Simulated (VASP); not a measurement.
# CoSi (Pm-3m) in VASP: a series of runs

CoSi is run at these levels: RPBE+U; tasks: single point, relaxation of cell and atoms.

Program: VASP 6.6.1. These are calculated values, not measurements. Logs are shortened: lines on timing, memory, paths and dates and some standing lists are left out, and cuts for length are marked.

### 1 The cell of the first run

Symmetry: Pm-3m, No. 221, cubic system. Conventional cell: a = 2.847 Å, b = 2.847 Å, c = 2.847 Å, α = 90.00°, β = 90.00°, γ = 90.00°. Co (site symmetry m-3m) has 8 Si at 2.47 Å and 6 Co at 2.85 Å within 3.3 Å. Within 3.3 Å of Si (site symmetry m-3m) lie 8 Co at 2.47 Å and 6 Si at 2.85 Å.

### 2 Single point, RPBE+U, collinear spin, ferrimagnetic start (11.53 Å³/atom)

INCAR

```
ALGO     = Normal         # electronic algorithm
EDIFF    = 1E-7           # SCF threshold, eV
ENCUT    = 520            # plane-wave cutoff, eV
GGA      = RP             # functional
ISIF     = 2              # what is computed and relaxed
ISMEAR   = 0              # smearing method
ISPIN    = 2              # spin polarisation
LASPH    = T              # aspherical terms in the spheres
LCHARG   = T              # write CHGCAR
LDAU     = T              # DFT+U
LDAUJ    = 0 0          
LDAUL    = 2 -1           # shell
LDAUPRINT= 1            
LDAUTYPE = 2            
LDAUU    = 6 0            # U, eV
LELF     = T              # ELF
LMAXMIX  = 4              # l up to which the mixer works
LORBIT   = 11             # projections on sites
LREAL    = F              # projectors in reciprocal space
LVHAR    = T            
LWAVE    = F              # write WAVECAR
MAGMOM   = 2 -1 0 0       # initial moments
NBANDS   = 25             # bands
NELM     = 150            # most SCF steps
PREC     = Accurate       # precision mode
SIGMA    = 0.01           # smearing width, eV
```

KPOINTS

```
k-points
0
Gamma
  9 9 9
```

POSCAR

```
CoSi
1.0
    0.0000000000      2.8466732545      2.8466732545
    2.8466732545      0.0000000000      2.8466732545
    2.8466732545      2.8466732545      0.0000000000
Co Si
2 2
Direct
    0.0000000000      0.0000000000      0.0000000000
    0.5000000000      0.5000000000      0.5000000000
    0.2500000000      0.2500000000      0.2500000000
    0.7500000000      0.7500000000      0.7500000000
```

Potentials or basis: VASP PAW PBE potentials, release 64 (Co, Si).

Started as:

```
$ cat potpaw_PBE.64/Co/POTCAR potpaw_PBE.64/Si/POTCAR > POTCAR
$ mpirun -np 1 vasp_std > vasp.out
```

OUTCAR:

```text
EDIFF = 1E-7
   ENCUT = 520
   GGA = RP
   ISIF = 2
   ISMEAR = 0
   ISPIN = 2
   LASPH = T
   LORBIT = 11
   LREAL = F
   NELM = 150
   PREC = Accurate

 ion  position               nearest neighbor table
   1  0.000  0.000  0.000-   4 2.47   4 2.47   4 2.47   3 2.47   3 2.47   3 2.47   4 2.47   3 2.47
                             2 2.85   2 2.85   2 2.85   2 2.85   2 2.85   2 2.85
   2  0.500  0.500  0.500-   3 2.47   3 2.47   3 2.47   4 2.47   4 2.47   4 2.47   4 2.47   3 2.47
                             1 2.85   1 2.85   1 2.85   1 2.85   1 2.85   1 2.85
   3  0.250  0.250  0.250-   1 2.47   1 2.47   1 2.47   2 2.47   2 2.47   2 2.47   2 2.47   1 2.47
                             4 2.85   4 2.85   4 2.85   4 2.85   4 2.85   4 2.85
   4  0.750  0.750  0.750-   2 2.47   2 2.47   2 2.47   1 2.47   1 2.47   1 2.47   2 2.47   1 2.47
                             3 2.85   3 2.85   3 2.85   3 2.85   3 2.85   3 2.85

  LATTYP: Found a face centered cubic cell.
 ALAT       =     5.6933465090

  Lattice vectors:

 A1 = (   0.0000000000,   2.8466732545,   2.8466732545)
 A2 = (   2.8466732545,   0.0000000000,   2.8466732545)
 A3 = (   2.8466732545,   2.8466732545,   0.0000000000)

Analysis of symmetry for initial positions (statically):
=====================================================================
 Subroutine PRICEL returns following result:

  LATTYP: Found a simple cubic cell.
 ALAT       =     2.8466732545

  Lattice vectors:

 A1 = (  -2.8466732545,   0.0000000000,   0.0000000000)
 A2 = (   0.0000000000,   0.0000000000,   2.8466732545)
 A3 = (   0.0000000000,   2.8466732545,   0.0000000000)

   2 primitive cells build up your supercell.

 Routine SETGRP: Setting up the symmetry group for a
 face centered cubic supercell.

 Subroutine GETGRP returns: Found 48 space group operations
 (whereof 48 operations were pure point group operations)
 out of a pool of 48 trial point group operations.

[... 241 lines left out ...]
  o =  0.3365  v =  0.0000  0.0000  0.0000  0.0000  0.0000  0.0000 -0.0000 -0.9997 -0.0000  0.0225      0.0000  0.0000  0.0000  0.0000  0.0000  0.0000  0.0000  0.0000  0.0000  0.0000
  o =  0.8379  v =  0.0000  0.0000  0.0000  0.0000  0.0000  0.0000  0.9175 -0.0000 -0.3977 -0.0000      0.0000  0.0000  0.0000  0.0000  0.0000  0.0000  0.0000  0.0000  0.0000  0.0000
  o =  0.8379  v =  0.0000  0.0000  0.0000  0.0000  0.0000  0.0000 -0.3977  0.0000 -0.9175 -0.0000      0.0000  0.0000  0.0000  0.0000  0.0000  0.0000  0.0000  0.0000  0.0000  0.0000
  o =  0.8379  v =  0.0000  0.0000  0.0000  0.0000  0.0000  1.0000  0.0000  0.0000  0.0000  0.0000      0.0000  0.0000  0.0000  0.0000  0.0000  0.0000  0.0000  0.0000  0.0000  0.0000
  o =  0.8717  v =  1.0000  0.0000  0.0000  0.0000  0.0000  0.0000  0.0000  0.0000  0.0000  0.0000      0.0000  0.0000  0.0000  0.0000  0.0000  0.0000  0.0000  0.0000  0.0000  0.0000
  o =  0.8717  v =  0.0000  0.3043  0.0000  0.9526 -0.0000  0.0000  0.0000  0.0000  0.0000  0.0000      0.0000  0.0000  0.0000  0.0000  0.0000  0.0000  0.0000  0.0000  0.0000  0.0000
  o =  0.8717  v =  0.0000 -0.9526 -0.0000  0.3043 -0.0000  0.0000  0.0000  0.0000  0.0000  0.0000      0.0000  0.0000  0.0000  0.0000  0.0000  0.0000  0.0000  0.0000  0.0000  0.0000
  o =  0.9397  v =  0.0000  0.0000 -0.0084 -0.0000 -1.0000  0.0000  0.0000  0.0000  0.0000  0.0000      0.0000  0.0000  0.0000  0.0000  0.0000  0.0000  0.0000  0.0000  0.0000  0.0000
  o =  0.9397  v =  0.0000  0.0000 -1.0000  0.0000  0.0084  0.0000  0.0000  0.0000  0.0000  0.0000      0.0000  0.0000  0.0000  0.0000  0.0000  0.0000  0.0000  0.0000  0.0000  0.0000

 number of electron      26.0000011 magnetization       2.1083355

 Free energy of the ion-electron system (eV)
  ---------------------------------------------------
  ext. energy  EPLUGINS =         0.00000000
  ---------------------------------------------------
  free energy    TOTEN  =       -15.50946548 eV

  energy without entropy =      -15.50944030  energy(sigma->0) =      -15.50945289

 E-fermi :  11.8019     XC(G=0): -12.5010

 val. band max:       11.7879108304   @ k =   0.4444   0.2222   0.0000
 cond. band min:      11.8125925784   @ k =   0.1111   0.0000   0.0000
 fundamental gap:      0.0246817479
 Fermi energy:        11.8019297328

 spin component 1

 k-point     1 :       0.0000    0.0000    0.0000
  band No.  band energies     occupation
      1      -1.7175      1.00000
      2       5.2075      1.00000
      3       5.2075      1.00000
      4       5.2075      1.00000
      5       5.7639      1.00000
      6       5.7639      1.00000
[... 1337 lines left out ...]
     24      23.8367      0.00000
     25      23.8367      0.00000

 [... further k-points ...]
[... 5 lines left out ...]
  --------------------------------------------------------------------------------------
  -------------------------------------------------------------------------------------
  Total       -1.9992220     -1.9992220     -1.9992220      0.0000000     -0.0000000      0.0000000
  in kB      -69.4270541    -69.4270541    -69.4270541      0.0000000     -0.0000000      0.0000000
  external PRESSURE =     -69.4270541 kB  Pullay stress =       0.0000000 kB

 VOLUME and BASIS-vectors are now :
 -----------------------------------------------------------------------------
  energy-cutoff  :      520.00
  volume of cell :       46.14
      direct lattice vectors                 reciprocal lattice vectors
     0.000000000  2.846673255  2.846673255    -0.175643622  0.175643622  0.175643622
     2.846673255  0.000000000  2.846673255     0.175643622 -0.175643622  0.175643622
     2.846673255  2.846673255  0.000000000     0.175643622  0.175643622 -0.175643622

 POSITION                                       TOTAL-FORCE (eV/Angst)
 -----------------------------------------------------------------------------------
      0.00000      0.00000      0.00000         0.000000     -0.000000      0.000000
      2.84667      2.84667      2.84667         0.000000     -0.000000      0.000000
      1.42334      1.42334      1.42334         0.000000      0.000000      0.000000
      4.27001      4.27001      4.27001        -0.000000     -0.000000     -0.000000
 -----------------------------------------------------------------------------------
    total drift:                                0.000000     -0.000000      0.000000

  FREE ENERGIE OF THE ION-ELECTRON SYSTEM (eV)
  ---------------------------------------------------
  free  energy   TOTEN  =       -15.5094654758 eV

  energy  without entropy=      -15.5094403008  energy(sigma->0) =      -15.50945289

 total charge

# of ion       s       p       d       tot
------------------------------------------
    1        0.408   0.531   7.643   8.582
    2        0.408   0.531   7.643   8.582
    3        0.733   0.794   0.000   1.527
    4        0.733   0.794   0.000   1.527
--------------------------------------------------
tot          2.281   2.650  15.287  20.218

 magnetization (x)

# of ion       s       p       d       tot
------------------------------------------
    1       -0.014  -0.036   1.308   1.258
    2       -0.014  -0.036   1.308   1.258
    3        0.015  -0.015   0.000  -0.000
    4        0.015  -0.015   0.000  -0.000
--------------------------------------------------
tot          0.001  -0.103   2.616   2.515
```

OSZICAR:

```text
N       E                     dE             d eps       ncg     rms          rms(c)
DAV:   1     0.150570591227E+03    0.15057E+03   -0.10669E+04  3508   0.113E+03
DAV:   2    -0.569310058182E+01   -0.15626E+03   -0.14564E+03  3603   0.246E+02
DAV:   3    -0.151851888773E+02   -0.94921E+01   -0.92129E+01  4135   0.727E+01
[... 39 lines left out ...]
DAV:  43    -0.155094641713E+02   -0.21830E-05   -0.11580E-04  5496   0.129E-01    0.470E-03
DAV:  44    -0.155094652038E+02   -0.10325E-05   -0.14839E-05  5340   0.322E-02    0.246E-03
DAV:  45    -0.155094653711E+02   -0.16731E-06   -0.68333E-06  4818   0.300E-02    0.112E-03
DAV:  46    -0.155094654322E+02   -0.61110E-07   -0.54141E-06  5112   0.260E-02    0.326E-04
DAV:  47    -0.155094654758E+02   -0.43583E-07   -0.70143E-07  2912   0.103E-02
   1 F= -.15509465E+02 E0= -.15509453E+02  d E =-.251750E-04  mag=     2.1083
```

Run time: 5.7 min. Hardware: 1 thread of AMD EPYC 7R13 (Zen 3), shared host; peak memory 0.2 GiB.

What came out:

```yaml
Free_energy: -15.5095 eV
Pressure: -6.9 GPa
Net_moment: 2.11 μB per cell
Site_moments: Co +1.26; Si -0.00 μB
Valence_electrons_inside_the_program's_atomic_spheres: Co 8.58; Si 1.53
```

Levels at points of the mesh, in eV from the Fermi level:
Spin up:
| k point | band 12 | band 13 | band 14 | band 15 | band 16 | band 17 |
| --- | --- | --- | --- | --- | --- | --- |
| (0.00, 0.00, 0.00) | -2.02 | 1.58 | 1.58 | 1.58 | 2.11 | 2.11 |
Spin down:
```tsv
k point	band 9	band 10	band 11	band 12	band 13	band 14	band 15	band 16
(0.00, 0.00, 0.00)	-1.64	-1.64	1.41	1.41	1.41	2.15	2.15	2.62
```

Eigenvalues of the final occupation matrices:
```tsv
site	spin	trace	eigenvalues
site 1 d	1	4.49	0.87 0.87 0.87 0.94 0.94
site 1 d	2	3.19	0.34 0.34 0.84 0.84 0.84
site 2 d	1	4.49	0.87 0.87 0.87 0.94 0.94
site 2 d	2	3.19	0.34 0.34 0.84 0.84 0.84
```

Caveat: the cell stands under tension; the PAW data sets were made with another functional, which shifts forces and pressure a little; the U is typed as a test and isn't derived for this compound.

### 3 Relaxation of cell and atoms, RPBE+U, collinear spin, ferrimagnetic start (9.47 Å³/atom)

This run uses another cell than the first one, of 9.47 Å³/atom.

INCAR

```
PREC = Accurate
ENCUT = 600
EDIFF = 1E-6
ISMEAR = 0
SIGMA = 0.01
LREAL = F
LASPH = T
NELM = 150
ALGO = Normal
ISIF = 3
LWAVE = F
LCHARG = F
ISPIN = 2
MAGMOM = 2 -1 0 0
LORBIT = 11
LMAXMIX = 4
LDAU = T
LDAUTYPE = 2
LDAUL = 2 -1
LDAUU = 6 0
LDAUJ = 0 0
LDAUPRINT = 1
GGA = RP
IBRION = 2
NSW = 80
EDIFFG = -0.02
```

KPOINTS

```
Automatic mesh
0
Gamma
  9 9 9
```

POSCAR

```
CoSi
1.0
    0.0000000000      2.6653077913      2.6653077913
    2.6653077913      0.0000000000      2.6653077913
    2.6653077913      2.6653077913      0.0000000000
Co Si
2 2
Direct
    0.0000000000      0.0000000000      0.0000000000
    0.5000000000      0.5000000000      0.5000000000
    0.2500000000      0.2500000000      0.2500000000
    0.7500000000      0.7500000000      0.7500000000
```

Potentials or basis: VASP PAW PBE potentials, release 64 (Co, Si).

Started as:

```
$ cat potpaw_PBE.64/Co/POTCAR potpaw_PBE.64/Si/POTCAR > POTCAR
$ mpirun -np 1 vasp_std > vasp.out
```

Run time: 10 min. Hardware: 1 thread of AMD EPYC 7R13 (Zen 3), shared host; peak memory 0.2 GiB.

It converged, with:

| Item | Value |
| --- | --- |
| Free energy | -15.5649 eV |
| Relaxed volume | 13.98 Å³/atom |
| Relaxed cell | a = 4.292 Å, b = 4.292 Å, c = 4.292 Å, α = 60.00°, β = 60.00°, γ = 60.00° |
| Space group after relaxing (to 0.1 Å) | Pm-3m (No. 221) |
| Energy gained by relaxing | 120.2 meV/atom |
| Ionic steps | 7 |
| Pressure after relaxing | 0.1 GPa |
| Net moment | -3.70 μB per cell |
| Site moments | Co -1.92; Si +0.01 μB |
| Valence electrons inside the program's atomic spheres | Co 8.17; Si 1.55 |

The path:
| step | energy change (eV) | largest force (eV/Å) | pressure (GPa) | volume (Å³) |
| --- | --- | --- | --- | --- |
| 1 | 0.0000 | 0.0000 | 31.75 | 37.87 |
| 2 | -0.3604 | 0.0000 | 5.11 | 49.11 |
| 3 | -0.4406 | 0.0000 | 3.32 | 52.40 |
| 4 | -0.4445 | 0.0000 | -3.79 | 59.43 |
| 5 | -0.4795 | 0.0000 | 0.84 | 55.39 |
| 6 | -0.4805 | 0.0000 | -0.30 | 56.33 |
| 7 | -0.4809 | 0.0000 | 0.11 | 55.91 |

Final structure:
```
Co Si
1.0
     0.00000    3.03493    3.03493
     3.03493    0.00000    3.03493
     3.03493    3.03493    0.00000
Co Si
2 2
Direct
  0.00000 0.00000 0.00000
  0.50000 0.50000 0.50000
  0.25000 0.25000 0.25000
  0.75000 0.75000 0.75000
```

Levels at points of the mesh, in eV from the Fermi level:
Spin up:
```tsv
k point	band 9	band 10	band 11	band 12	band 13	band 14
(0.00, 0.00, 0.00)	0.48	0.48	1.57	1.57	1.57	1.63
```
Spin down:
```
           k point  band 12  band 13  band 14  band 15  band 16  band 17  band 18
(0.00, 0.00, 0.00)    -3.01     1.02     1.02     1.02     1.35     1.35     1.35
```

Eigenvalues of the final occupation matrices:
```tsv
site	spin	trace	eigenvalues
site 1 d	1	2.76	0.05 0.05 0.88 0.88 0.88
site 1 d	2	4.68	0.92 0.92 0.92 0.95 0.95
site 2 d	1	2.76	0.05 0.05 0.88 0.88 0.88
site 2 d	2	4.68	0.92 0.92 0.92 0.95 0.95
```

Caveat: the volume moved by over 15 % at a fixed basis, so the end points are rough; the PAW data sets were made with another functional, which shifts forces and pressure a little; the U is typed as a test and isn't derived for this compound. The state reached can hang on the start; a lower one may exist.
